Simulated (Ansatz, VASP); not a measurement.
## TiO: VASP beside Ansatz

Contents of INCAR:

```
PREC = Accurate ; ENCUT = 520
EDIFF = 1E-7 ; ISMEAR = 0
SIGMA = 0.1 ; LREAL = F
LASPH = T ; NELM = 100
ALGO = Normal ; ISIF = 2
LWAVE = F ; LCHARG = F
GGA = PS ; NBANDS = 36
```

The input KPOINTS:

```
regular mesh
0
Gamma
  10 10 10
```

File POSCAR:

```
TiO
1.0
    4.0734467560      0.0000000000      0.0000000000
    0.0000000000      4.0734467560      0.0000000000
    0.0000000000      0.0000000000      4.0734467560
Ti O
3 3
Direct
    0.5000000000      0.5000000000      0.0000000000
    0.0000000000      0.5000000000      0.5000000000
    0.5000000000      0.0000000000      0.5000000000
    0.0000000000      0.5000000000      0.0000000000
    0.5000000000      0.0000000000      0.0000000000
    0.0000000000      0.0000000000      0.5000000000
```

Input for Ansatz:

```yaml
crystal:
  lattice:
    - [4.073446756, 0.0, 0.0]
    - [0.0, 4.073446756, 0.0]
    - [0.0, 0.0, 4.073446756]
  atoms:
    - { symbol: Ti, position: [0.5, 0.5, 0.0] }
    - { symbol: Ti, position: [0.0, 0.5, 0.5] }
    - { symbol: Ti, position: [0.5, 0.0, 0.5] }
    - { symbol: O, position: [0.0, 0.5, 0.0] }
    - { symbol: O, position: [0.5, 0.0, 0.0] }
    - { symbol: O, position: [0.0, 0.0, 0.5] }
basis:
  ecutwfc: 420
kpoints:
  mp_grid: { grid: [10, 10, 10] }
hamiltonian:
  xc: pbesol
scf:
  occupations: { method: gaussian, width: 0.1 }
output:
  forces: true
  stress: true
  eigenvalues: true
```

Alike in both runs: task single point; functional PBEsol; k mesh 10 × 10 × 10; occupations gaussian, width 0.1 eV; no spin polarisation.

|  | VASP | Ansatz |
| --- | --- | --- |
| version | VASP 6.6.1 | Ansatz 0.2.0 |
| potentials or method | VASP PAW PBE potentials, release 64 (Ti_sv, O), cutoff 520 eV | scalar-relativistic, plane waves, PAW |
| valence electrons in the cell | 54 | 54 |

|  | VASP | Ansatz | Ansatz less VASP |
| --- | --- | --- | --- |
| gap on the k mesh at the Fermi level (eV) | none | none | - |
| pressure (GPa) | -5.8 | -6.3 | -0.48 |

VASP's potentials were made for PBE, not for PBEsol. A gap of «none» marks a metal or a gap that the smearing closes. With one functional, cell and mesh, what is left measures potentials, basis and numerics.
